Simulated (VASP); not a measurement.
A run of VASP 6.6.1:

INCAR

```
SYSTEM = HCl
PREC = Accurate
ENCUT = 520
EDIFF = 1E-6
ISMEAR = 0
SIGMA = 0.005
LREAL = .FALSE.
LASPH = .TRUE.
NELM = 60
ALGO = Normal
ISIF = 2
LWAVE = .FALSE.
LCHARG = .FALSE.
GGA = PE
IVDW = 12
IBRION = 2
NSW = 100
EDIFFG = -0.01
ISYM = 0
```

Contents of KPOINTS:

```
Automatic mesh
0
G
  1 1 1
  0 0 0
```

Contents of POSCAR:

```
HCl
1.0
   15.0000000000      0.0000000000      0.0000000000
    0.0000000000     15.5000000000      0.0000000000
    0.0000000000      0.0000000000     16.0000000000
Cl H
1 1
Direct
    0.4651315427      0.4990469909      0.4804833543
    0.5348684573      0.5009530091      0.5195166457
```

Potentials or basis: VASP PAW PBE potentials, release 64 (Cl, H).

The run is started by

```console
$ cat potpaw_PBE.64/Cl/POTCAR potpaw_PBE.64/H/POTCAR > POTCAR
$ mpirun -np 1 vasp_gam > vasp.out
```

Hardware: 1 thread of Oxide Virtual Turin-like Processor (shared host).

Q: Estimate the wall time of this run.

A: Wall time 12 min on 1 thread of Oxide Virtual Turin-like Processor, on a shared host, peak memory 2.1 GiB. Counts: scf iterations 58, k points 1, ion steps 4.
